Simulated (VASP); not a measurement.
A run of VASP 6.6.1:

The input INCAR:

```
SYSTEM = Ti
PREC = Accurate
ENCUT = 500
EDIFF = 1E-6
ISMEAR = -1
SIGMA = 0.1
LREAL = .False.
LASPH = .True.
NELM = 120
ALGO = Normal
ISIF = 2
LWAVE = .False.
LCHARG = .False.
GGA = RE
NBANDS = 19
GGA_COMPAT = .False.
```

Contents of KPOINTS:

```
regular mesh
0
Gamma
  16 16 8
  0 0 0
```

Contents of POSCAR:

```
Ti
1.0
   -1.9368760648      1.5891313103      1.4179806351
    1.5891313103     -1.9368760648      1.4179806351
    3.5240638265      3.5240638265     -2.0548757899
Ti
2
Direct
    0.9584032311      0.0415967689      0.0000000000
    0.7915967689      0.2084032311      0.5000000000
```

Potentials or basis: VASP PAW PBE potentials, release 64 (Ti_sv).

The run is started by

```sh
$ cat potpaw_PBE.64/Ti_sv/POTCAR > POTCAR
$ mpirun -np 1 vasp_std > vasp.out
```

Hardware: 1 thread of Oxide Virtual Turin-like Processor, with other jobs on the host.

**Question.** Estimate the wall time of this run.

**Answer.** It took 7.3 min on 1 thread of Oxide Virtual Turin-like Processor, on a shared host, peak memory 0.33 GiB. Counts: scf iterations 13, k points 554.
